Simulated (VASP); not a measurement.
# TiB2 in VASP: further runs

The runs below take TiB2 through single point, with LDA.

All numbers are computed with VASP 6.6.1; they aren't measurements. Logs are shortened: lines on timing, memory, paths and dates and some standing lists are left out, and cuts for length are marked.

## Step 1: The cell of the first run

It takes space group P6/mmm (No. 191, hexagonal). Conventional cell: a = 2.999 Å, b = 2.999 Å, c = 3.196 Å, α = 90.00°, β = 90.00°, γ = 120.00°. Within 3.2 Å of Ti (site symmetry 6/mmm) lie 12 B at 2.36 Å and 8 Ti at 3.00 to 3.20 Å. Within 2.4 Å of B (site symmetry -6m2) lie 3 B at 1.73 Å and 6 Ti at 2.36 Å.

## Step 2: Single point, LDA

INCAR

```
PREC     = Accurate       # precision mode
ENCUT    = 520            # plane-wave cutoff, eV
EDIFF    = 1E-6           # SCF threshold, eV
ISMEAR   = 0              # smearing method
SIGMA    = 0.02           # smearing width, eV
LREAL    = False          # projectors in reciprocal space
LASPH    = True           # aspherical terms in the spheres
NELM     = 100            # most SCF steps
ALGO     = Normal         # electronic algorithm
ISIF     = 2              # what is computed and relaxed
LWAVE    = False          # write WAVECAR
LCHARG   = False          # write CHGCAR
NBANDS   = 16             # bands
```

KPOINTS

```
Automatic mesh
0
Gamma
  15 15 12
```

POSCAR

```
TiB2
1.0
    2.9985999281      0.0000000000      0.0000000000
   -1.4992999640      2.5968637135      0.0000000000
    0.0000000000      0.0000000000      3.1957876693
Ti B
1 2
Direct
    0.0000000000      0.0000000000      0.0000000000
    0.6666666667      0.3333333333      0.5000000000
    0.3333333333      0.6666666667      0.5000000000
```

Potentials or basis: VASP PAW LDA potentials, release 64 (Ti_sv, B).

Started as:

```
$ cat potpaw_LDA.64/Ti_sv/POTCAR potpaw_LDA.64/B/POTCAR > POTCAR
$ mpirun -np 1 vasp_std > vasp.out
```

OUTCAR:

```text
PREC = Accurate
   ENCUT = 520
   EDIFF = 1E-6
   ISMEAR = 0
   LREAL = False
   LASPH = True
   NELM = 100
   ISIF = 2

 ion  position               nearest neighbor table
   1  0.000  0.000  0.000-   2 2.36   3 2.36   2 2.36   3 2.36   3 2.36   3 2.36   2 2.36   2 2.36
                             2 2.36   2 2.36   3 2.36   3 2.36
   2  0.667  0.333  0.500-   3 1.73   3 1.73   3 1.73   1 2.36   1 2.36   1 2.36   1 2.36   1 2.36
                             1 2.36
   3  0.333  0.667  0.500-   2 1.73   2 1.73   2 1.73   1 2.36   1 2.36   1 2.36   1 2.36   1 2.36
                             1 2.36

  LATTYP: Found a hexagonal cell.
 ALAT       =     2.9985999281
 C/A-ratio  =     1.0657599366

  Lattice vectors:

 A1 = (   2.9985999281,   0.0000000000,   0.0000000000)
 A2 = (  -1.4992999640,   2.5968637135,   0.0000000000)
 A3 = (   0.0000000000,   0.0000000000,   3.1957876693)

Analysis of symmetry for initial positions (statically):
=====================================================================
 Subroutine PRICEL returns:
 Original cell was already a primitive cell.

 Routine SETGRP: Setting up the symmetry group for a
 hexagonal supercell.

 Subroutine GETGRP returns: Found 24 space group operations
 (whereof 24 operations were pure point group operations)
 out of a pool of 24 trial point group operations.

The static configuration has the point symmetry D_6h.

Analysis of symmetry for dynamics (positions and initial velocities):
=====================================================================
 Subroutine PRICEL returns:
 Original cell was already a primitive cell.

 Routine SETGRP: Setting up the symmetry group for a
 hexagonal supercell.

 Subroutine GETGRP returns: Found 24 space group operations
 (whereof 24 operations were pure point group operations)
 out of a pool of 24 trial point group operations.

The dynamic configuration has the point symmetry D_6h.

 Subroutine INISYM returns: Found 24 space group operations
 (whereof 24 operations are pure point group operations),
 and found     1 'primitive' translations

----------------------------------------------------------------------------------------

                                     Primitive cell

  volume of cell :      24.8855

  direct lattice vectors                    reciprocal lattice vectors
     2.998599928  0.000000000  0.000000000     0.333488970  0.192539946  0.000000000
    -1.499299964  2.596863713  0.000000000     0.000000000  0.385079893  0.000000000
     0.000000000  0.000000000  3.195787669     0.000000000  0.000000000  0.312911903

  length of vectors
     2.998599928  2.998599928  3.195787669     0.385079893  0.385079893  0.312911903

  position of ions in fractional coordinates (direct lattice)
     0.000000000  0.000000000  0.000000000
     0.666666667  0.333333333  0.500000000
     0.333333333  0.666666667  0.500000000

  ion indices of the primitive-cell ions
   primitive index   ion index
                 1           1
                 2           2
                 3           3

----------------------------------------------------------------------------------------

 KPOINTS: Automatic mesh

Automatic generation of k-mesh.
 Grid dimensions read from file:
 generate k-points for:   15   15   12

 Generating k-lattice:

  Cartesian coordinates                     Fractional coordinates (reciprocal lattice)
     0.022232598  0.012835996  0.000000000     0.066666667  0.000000000  0.000000000
     0.000000000  0.025671993  0.000000000     0.000000000  0.066666667  0.000000000
     0.000000000  0.000000000  0.026075992     0.000000000  0.000000000  0.083333333

  Length of vectors
     0.025671993  0.025671993  0.026075992

  Shift w.r.t. Gamma in fractional coordinates (k-lattice)
     0.000000000  0.000000000  0.000000000

 Subroutine IBZKPT returns following result:
 ===========================================

 Found    189 irreducible k-points:

 Following reciprocal coordinates:
            Coordinates               Weight
  0.000000  0.000000  0.000000      1.000000
  0.066667  0.000000  0.000000      6.000000
  0.133333  0.000000  0.000000      6.000000
  0.200000  0.000000  0.000000      6.000000
  0.266667  0.000000  0.000000      6.000000
  0.333333  0.000000  0.000000      6.000000
[... 16 lines left out ...]
  0.333333  0.200000  0.000000     12.000000
  0.400000  0.200000  0.000000      6.000000
 [... further k-points ...]
   k-points           NKPTS =    189   k-points in BZ     NKDIM =    189   number of bands    NBANDS=     16
   number of dos      NEDOS =    301   number of ions     NIONS =      3
   total plane-waves  NPLWV =  13824
   dimension x,y,z NGX =    24 NGY =   24 NGZ =   24
   dimension x,y,z NGXF=    48 NGYF=   48 NGZF=   48
   ions per type =               1   2
   NGX,Y,Z   is equivalent  to a cutoff of  13.31, 13.31, 12.48 a.u.
   NGXF,Y,Z  is equivalent  to a cutoff of  26.61, 26.61, 24.97 a.u.
 SYSTEM =  unknown system
   PREC   = accura    normal or accurate (medium, high low for compatibility)
   ISTART =      0    job   : 0-new  1-cont  2-samecut
   ICHARG =      2    charge: 1-file 2-atom 10-const
   ISPIN  =      1    spin polarized calculation?
   LNONCOLLINEAR =      F non collinear calculations
   LSORBIT =      F    spin-orbit coupling
   LASPH  =      T    aspherical Exc in radial PAW
   ENCUT  =  520.0 eV  38.22 Ry    6.18 a.u.   5.58  5.58  5.94*2*pi/ulx,y,z
   NELM   =    100;   NELMIN=  2; NELMDL= -5     # of ELM steps
   EDIFF  = 0.1E-05   stopping-criterion for ELM
   LREAL  =      F    real-space projection
   EDIFFG = 0.1E-04   stopping-criterion for IOM
   NSW    =      0    number of steps for IOM
   IBRION =     -1    ionic relax: 0-MD 1-quasi-New 2-CG
   NFREE  =      0    steps in history (QN), initial steepest desc. (CG)
   ISIF   =      2    stress and relaxation
   ISYM   =      2    0-nonsym 1-usesym 2-fastsym
   POTIM  = 0.5000    time-step for ionic-motion
   TEBEG  =    0.0;   TEEND  =   0.0 temperature during run
   PSTRESS=    0.0 pullay stress
   NELECT =      18.0000    total number of electrons
   NUPDOWN=      -1.0000    fix difference up-down
   EMIN   =  10.00;   EMAX   =-10.00  energy-range for DOS
   EFERMI =   0.00;   METHOD = LEGACY
   ISMEAR =     0;   SIGMA  =   0.02  broadening in eV -4-tet -1-fermi 0-gaus
   EFERMI_NEDOS =   21; number of points for ismear=-14 and -15
   IALGO  =     38    algorithm
   IMIX   =      4    mixing-type and parameters
     AMIX     =   0.40;   BMIX     =  1.00
     AMIX_MAG =   1.60;   BMIX_MAG =  1.00
  volume/ion in A,a.u.               =       8.30        55.98
  Fermi-wavevector in a.u.,A,eV,Ry     =   1.469548  2.777043 29.382755  2.159572
  Thomas-Fermi vector in A             =   2.584912
   LORBIT       =      0    0 simple, 1 ext, 2 COOP (PROOUT), +10 PAW based schemes
   GGA     = CA    functional components
   LHFCALC =     F    Hartree Fock is set to
   AEXX    =    0.0000 exact exchange contribution
   IVDW    =     0    specifies the selected vdW correction
   LEPSILON=     F    determine dielectric tensor
   LRPA    =     F    only Hartree local field effects (RPA)
 non-spin polarized calculation
 Gauss-broadening in eV      SIGMA  =   0.02
  energy-cutoff  :      520.00
  volume of cell :       24.89
 maximum number of plane-waves:       696
 NGX is ok and might be reduce to    24
   NGX = 11   NGY = 11   NGZ = 11

 number of electron      17.9999999 magnetization

 Free energy of the ion-electron system (eV)
  ---------------------------------------------------
  ext. energy  EPLUGINS =         0.00000000
  ---------------------------------------------------
  free energy    TOTEN  =       -26.91622092 eV

  energy without entropy =      -26.91617055  energy(sigma->0) =      -26.91619574

 E-fermi :  10.2882     XC(G=0): -13.0994

 val. band max:       10.2685142602   @ k =   0.0667   0.0000   0.2500
 cond. band min:      10.3019976297   @ k =   0.0667   0.0667   0.3333
 fundamental gap:      0.0334833695
 Fermi energy:        10.2882300844

 k-point     1 :       0.0000    0.0000    0.0000
  band No.  band energies     occupation
      1     -45.9092      2.00000
      2     -22.6603      2.00000
      3     -22.3114      2.00000
      4     -22.3114      2.00000
      5      -3.1966      2.00000
      6       7.6085      2.00000
[... 8 lines left out ...]
     15      16.1991      0.00000
     16      17.6363      0.00000

 k-point     2 :       0.0667    0.0000    0.0000
  band No.  band energies     occupation
      1     -45.9064      2.00000
      2     -22.6569      2.00000
      3     -22.3322      2.00000
      4     -22.3160      2.00000
      5      -3.1094      2.00000
      6       7.3670      2.00000
[... 8 lines left out ...]
     15      16.7525      0.00000
     16      17.8978      0.00000

 k-point     3 :       0.1333    0.0000    0.0000
  band No.  band energies     occupation
      1     -45.8983      2.00000
      2     -22.6470      2.00000
      3     -22.3907      2.00000
      4     -22.3293      2.00000
      5      -2.8513      2.00000
      6       6.7111      2.00000
[... 8 lines left out ...]
     15      17.9526      0.00000
     16      18.6779      0.00000

 k-point     4 :       0.2000    0.0000    0.0000
  band No.  band energies     occupation
      1     -45.8865      2.00000
      2     -22.6325      2.00000
      3     -22.4760      2.00000
      4     -22.3487      2.00000
      5      -2.4325      2.00000
      6       5.7952      2.00000
[... 8 lines left out ...]
     15      18.2717      0.00000
     16      19.4467      0.00000
[... 324 lines left out ...]
 k-point    22 :       0.2667    0.2000    0.0000
  band No.  band energies     occupation
      1     -45.8468      2.00000
      2     -22.6860      2.00000
      3     -22.5840      2.00000
      4     -22.4814      2.00000
      5      -0.2769      2.00000
      6       3.3599      2.00000
[... 8 lines left out ...]
     15      19.1820      0.00000
     16      20.5277      0.00000

 k-point    23 :       0.3333    0.2000    0.0000
  band No.  band energies     occupation
      1     -45.8403      2.00000
      2     -22.7126      2.00000
      3     -22.5760      2.00000
      4     -22.5109      2.00000
      5       0.5632      2.00000
      6       2.4401      2.00000
[... 8 lines left out ...]
     15      19.2814      0.00000
     16      20.6018      0.00000

 k-point    24 :       0.4000    0.2000    0.0000
  band No.  band energies     occupation
      1     -45.8379      2.00000
      2     -22.7216      2.00000
      3     -22.5731      2.00000
      4     -22.5217      2.00000
      5       1.4663      2.00000
      6       1.4978      2.00000
[... 8 lines left out ...]
     15      19.3390      0.00000
     16      20.6248      0.00000

 [... further k-points ...]

------------------------ aborting loop because EDIFF is reached ----------------------------------------

  FORCE on cell =-STRESS in cart. coord.  units (eV):
  Direction    XX          YY          ZZ          XY          YZ          ZX
  --------------------------------------------------------------------------------------
  -------------------------------------------------------------------------------------
  Total       -0.3109761     -0.3109761     -0.7897112     -0.0000000      0.0000000     -0.0000000
  in kB      -20.0212881    -20.0212881    -50.8432448     -0.0000000      0.0000000     -0.0000000
  external PRESSURE =     -30.2952736 kB  Pullay stress =       0.0000000 kB

 VOLUME and BASIS-vectors are now :
 -----------------------------------------------------------------------------
  energy-cutoff  :      520.00
  volume of cell :       24.89
      direct lattice vectors                 reciprocal lattice vectors
     2.998599928  0.000000000  0.000000000     0.333488970  0.192539946  0.000000000
    -1.499299964  2.596863713  0.000000000     0.000000000  0.385079893  0.000000000
     0.000000000  0.000000000  3.195787669     0.000000000  0.000000000  0.312911903

 POSITION                                       TOTAL-FORCE (eV/Angst)
 -----------------------------------------------------------------------------------
      0.00000      0.00000      0.00000        -0.000000      0.000000      0.000000
      1.49930      0.86562      1.59789         0.000000     -0.000000      0.000000
     -0.00000      1.73124      1.59789        -0.000000      0.000000     -0.000000
 -----------------------------------------------------------------------------------
    total drift:                               -0.000000      0.000000      0.000000

  FREE ENERGIE OF THE ION-ELECTRON SYSTEM (eV)
  ---------------------------------------------------
  free  energy   TOTEN  =       -26.9162209191 eV

  energy  without entropy=      -26.9161705512  energy(sigma->0) =      -26.91619574
```

Run time: 87 s. Hardware: 1 thread of Intel Xeon 8259CL, shared host; peak memory 0.19 GiB.

What came out:

```yaml
Free_energy: -26.9162 eV
Pressure: -3.0 GPa
Band_gap_on_the_k_mesh: zero (bands 9 and 10 overlap by 0.58 eV)
```

Levels at points of the mesh, in eV from the Fermi level:
| k point | band 6 | band 7 | band 8 | band 9 | band 10 | band 11 | band 12 | band 13 |
| --- | --- | --- | --- | --- | --- | --- | --- | --- |
| (0.00, 0.00, 0.00) | -2.68 | -2.68 | -2.29 | -2.22 | 1.94 | 1.94 | 3.75 | 3.75 |
| (0.00, 0.00, 0.50) | -7.67 | -0.56 | -0.56 | -0.21 | -0.21 | 0.41 | 0.41 | 1.66 |

Caveat: the cell stands under tension.

[end of part 1 of 2]

The gap in the log of VASP goes by the Fermi energy; the results here count the filled bands.